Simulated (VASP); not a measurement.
# BaTiO3 (Amm2) in VASP: further runs

The runs below take BaTiO3 through electric field gradients, with PBE.

Program: VASP 6.6.1. These are calculated values, not measurements. Logs are shortened: lines on timing, memory, paths and dates and some standing lists are left out, and cuts for length are marked.

**1. The cell of the first run**

Symmetry: Amm2, No. 38, orthorhombic system. Conventional cell: a = 4.010 Å, b = 5.712 Å, c = 5.729 Å, α = 90.00°, β = 90.00°, γ = 90.00°. Ba (site symmetry mm2) has 12 O at 2.82 to 2.91 Å and 8 Ti at 3.46 to 3.53 Å within 3.7 Å. Ti (site symmetry mm2) has 6 O at 1.97 to 2.08 Å within 2.6 Å. O (site symmetry mm2) has 2 Ti at 2.01 Å within 2.7 Å. O (site symmetry m) has 2 Ti at 1.97 to 2.08 Å within 2.6 Å.

**2. Electric field gradients, PBE (13.12 Å³/atom)**

File INCAR:

```
  ALGO = Normal
  EDIFF = 1E-8
  ENCUT = 520
  GGA = PE
  ISIF = 2
  ISMEAR = -1
  LASPH = T
  LCHARG = F
  LEFG = T
  LREAL = F
  LWAVE = F
  NBANDS = 28
  NELM = 60
  PREC = Accurate
  SIGMA = 0.05
```

File KPOINTS:

```
k-points
0
Gamma
  8 8 8
```

File POSCAR:

```
BaTiO3
1.0
    4.0104855372      0.0000000000      0.0000000000
    0.0000000000      2.8558389582      2.8646469069
    0.0000000000     -2.8558389582      2.8646469069
Ba Ti O
1 1 3
Direct
    0.0000000000      0.0000000000      0.0000000000
    0.5000000000      0.5079000000      0.5079000000
    0.0000000000      0.4921000000      0.4921000000
    0.5000000000      0.5025100000      0.9937100000
    0.5000000000      0.9937100000      0.5025100000
```

Potentials or basis: VASP PAW PBE potentials, release 64 (Ba_sv, Ti_sv, O).

Started as:

```sh
$ cat potpaw_PBE.64/Ba_sv/POTCAR potpaw_PBE.64/Ti_sv/POTCAR potpaw_PBE.64/O/POTCAR > POTCAR
$ mpirun -np 1 vasp_std > vasp.out
```

OUTCAR:

```text
EDIFF = 1E-8
   ENCUT = 520
   GGA = PE
   ISIF = 2
   ISMEAR = -1
   LASPH = T
   LREAL = F
   NELM = 60
   PREC = Accurate

 ion  position               nearest neighbor table
   1  0.000  0.000  0.000-   3 2.82   4 2.84   5 2.84   4 2.84   5 2.84   4 2.86   5 2.86   5 2.86
                             4 2.86   3 2.86   3 2.86   3 2.91   2 3.46   2 3.46   2 3.49   2 3.49
   2  0.500  0.508  0.508-   4 1.97   5 1.97   3 2.01   3 2.01   5 2.08   4 2.08   1 3.46   1 3.46
                             1 3.49   1 3.49   1 3.49   1 3.49   1 3.53   1 3.53
   3  0.000  0.492  0.492-   2 2.01   2 2.01   1 2.82   1 2.86   1 2.86   1 2.91
   4  0.500  0.503  0.994-   2 1.97   2 2.08   1 2.84   1 2.84   1 2.86   1 2.86
   5  0.500  0.994  0.503-   2 1.97   2 2.08   1 2.84   1 2.84   1 2.86   1 2.86

  LATTYP: Found a base centered orthorhombic cell.
 ALAT       =     5.7116779164
 B/A-ratio  =     1.0030841896
 C/A-ratio  =     0.7021554079

  Lattice vectors:

 A1 = (   0.0000000000,   2.8558389582,  -2.8646469069)
 A2 = (   0.0000000000,   2.8558389582,   2.8646469069)
 A3 = (   4.0104855372,   0.0000000000,   0.0000000000)

Analysis of symmetry for initial positions (statically):
=====================================================================
 Subroutine PRICEL returns:
 Original cell was already a primitive cell.

 Routine SETGRP: Setting up the symmetry group for a
 base centered orthorhombic supercell.

 Subroutine GETGRP returns: Found  4 space group operations
 (whereof  4 operations were pure point group operations)
 out of a pool of  8 trial point group operations.

The static configuration has the point symmetry C_2v.

Analysis of symmetry for dynamics (positions and initial velocities):
=====================================================================
 Subroutine PRICEL returns:
 Original cell was already a primitive cell.

 Routine SETGRP: Setting up the symmetry group for a
 base centered orthorhombic supercell.

 Subroutine GETGRP returns: Found  4 space group operations
 (whereof  4 operations were pure point group operations)
 out of a pool of  8 trial point group operations.

The dynamic configuration has the point symmetry C_2v.

 Subroutine INISYM returns: Found  4 space group operations
 (whereof  4 operations are pure point group operations),
 and found     1 'primitive' translations

[... 147 lines left out ...]

 E-fermi :   4.5611     XC(G=0): -11.1363

 val. band max:        3.6586905087   @ k =   0.5000   0.5000   0.5000
 cond. band min:       5.4103069700   @ k =   0.0000   0.0000   0.0000
 fundamental gap:      1.7516164614
 Fermi energy:         4.5610698896

 k-point     1 :       0.0000    0.0000    0.0000
  band No.  band energies     occupation
      1     -53.0372      2.00000
      2     -29.2442      2.00000
      3     -29.2424      2.00000
      4     -29.2376      2.00000
      5     -21.2172      2.00000
      6     -13.1829      2.00000
[... 733 lines left out ...]
     27      11.5942      0.00000
     28      13.1099      0.00000

 [... further k-points ...]
[... 5 lines left out ...]
  --------------------------------------------------------------------------------------
  -------------------------------------------------------------------------------------
  Total        0.3973609      0.1445812     -0.1361577      0.0000000      0.0000000      0.0000000
  in kB        9.7020589      3.5301300     -3.3244594      0.0000000      0.0000000      0.0000000
  external PRESSURE =       3.3025765 kB  Pullay stress =       0.0000000 kB

 VOLUME and BASIS-vectors are now :
 -----------------------------------------------------------------------------
  energy-cutoff  :      520.00
  volume of cell :       65.62
      direct lattice vectors                 reciprocal lattice vectors
     4.010485537  0.000000000  0.000000000     0.249346367  0.000000000  0.000000000
     0.000000000  2.855838958  2.864646907     0.000000000  0.175079900  0.174541581
     0.000000000 -2.855838958  2.864646907     0.000000000 -0.175079900  0.174541581

 POSITION                                       TOTAL-FORCE (eV/Angst)
 -----------------------------------------------------------------------------------
      0.00000      0.00000      0.00000         0.000000      0.000000      0.085480
      2.00524      0.00000      2.90991         0.000000      0.000000      0.244828
      0.00000      0.00000      2.81939         0.000000      0.000000      0.104361
      2.00524     -1.40279      4.28614         0.000000      0.044515     -0.217334
      2.00524      1.40279      4.28614         0.000000     -0.044515     -0.217334
 -----------------------------------------------------------------------------------
    total drift:                                0.000000     -0.000000     -0.000281

  FREE ENERGIE OF THE ION-ELECTRON SYSTEM (eV)
  ---------------------------------------------------
  free  energy   TOTEN  =       -39.9917735017 eV

  energy  without entropy=      -39.9917735001  energy(sigma->0) =      -39.99177350

 Electric field gradients (V/A^2)
---------------------------------------------------------------------
 ion       V_xx      V_yy      V_zz      V_xy      V_xz      V_yz
---------------------------------------------------------------------
   1       0.678    -1.286     0.608     0.000    -0.000     0.000
   2      -5.697     2.991     2.706     0.000    -0.000    -0.000
   3      25.947   -12.548   -13.399    -0.000     0.000     0.000
   4     -13.985     6.499     7.486    -0.000     0.000   -19.538
   5     -13.985     6.499     7.486    -0.000     0.000    19.538
---------------------------------------------------------------------

 Electric field gradients after diagonalization (V/A^2)
 (convention: |V_zz| > |V_xx| > |V_yy|)
----------------------------------------------------------------------
 ion       V_xx      V_yy      V_zz     asymmetry (V_yy - V_xx)/ V_zz
----------------------------------------------------------------------
   1       0.678     0.608    -1.286       0.055
   2       2.991     2.706    -5.697       0.050
   3     -13.399   -12.548    25.947       0.033
   4     -13.985   -12.551    26.537       0.054
   5     -13.985   -12.551    26.537       0.054
----------------------------------------------------------------------

           NMR quadrupolar parameters

 Cq : quadrupolar parameter    Cq=e*Q*V_zz/h
 eta: asymmetry parameters     (V_yy - V_xx)/ V_zz
 Q  : nuclear electric quadrupole moment in mb (millibarn)
----------------------------------------------------------------------
 ion       Cq(MHz)       eta       Q (mb)
----------------------------------------------------------------------
   1      -0.003       0.055       1.000
   2      -0.014       0.050       1.000
   3       0.063       0.033       1.000
   4       0.064       0.054       1.000
   5       0.064       0.054       1.000
----------------------------------------------------------------------
```

Wall time 3.7 min (1 thread of Intel Xeon Platinum 8259CL at 2.50GHz (Skylake/Cascade Lake), shared host); peak memory 0.31 GiB.

Results:

| Property | Result |
| --- | --- |
| Free energy | -39.9918 eV |
| Pressure | 0.3 GPa |
| Largest force | 0.245 eV/Å |
| Band gap on the k mesh | 1.75 eV (least direct gap 1.95 eV) |
| Largest electric field gradient by atom | Ba -1.3; Ti -5.7; O +25.9, +26.5 (each value once) V/Å² |

Forces in eV/Å, atoms in the order of the input:
```
Ba   0.000  0.000  0.085
Ti   0.000  0.000  0.245
O    0.000  0.000  0.104
O    0.000  0.045 -0.217
O    0.000 -0.045 -0.217
```

Stress tensor (GPa, compression positive):
```
 0.97  0.00  0.00
 0.00  0.35  0.00
 0.00  0.00 -0.33
```

Levels at points of the mesh, in eV from the valence-band top:
```csv
k point,band 18,band 19,band 20,band 21,band 22,band 23
"(0.00, 0.00, 0.00)",-0.26,-0.22,-0.20,1.75,1.78,1.85
"(0.50, 0.00, 0.00)",-1.77,-0.78,-0.74,1.92,3.42,3.45
"(0.00, 0.50, 0.00)",-1.69,-0.76,-0.73,1.94,3.39,3.40
"(0.50, 0.50, 0.00)",-0.88,-0.88,-0.08,3.40,3.45,3.82
"(0.00, 0.50, 0.50)",-0.93,-0.91,-0.12,3.39,3.42,3.79
"(0.50, 0.50, 0.50)",-0.03,0.00,0.00,4.03,4.04,4.06
```

Electric field gradients, principal values (V/Å²):
```csv
atom,least,middle,greatest (by size)
1 Ba,0.608,0.678,-1.286
2 Ti,2.706,2.991,-5.697
3 O,-12.548,-13.399,25.947
4 O,-12.551,-13.985,26.537
5 O,-12.551,-13.985,26.537
```

Caveat: without QUAD_EFG the Cq values of the log hold for a quadrupole moment of 1 mb, not for the nuclei; spin-orbit coupling is left out, which moves the levels of the heavy elements.

(Part 1 of 4 ends here.)
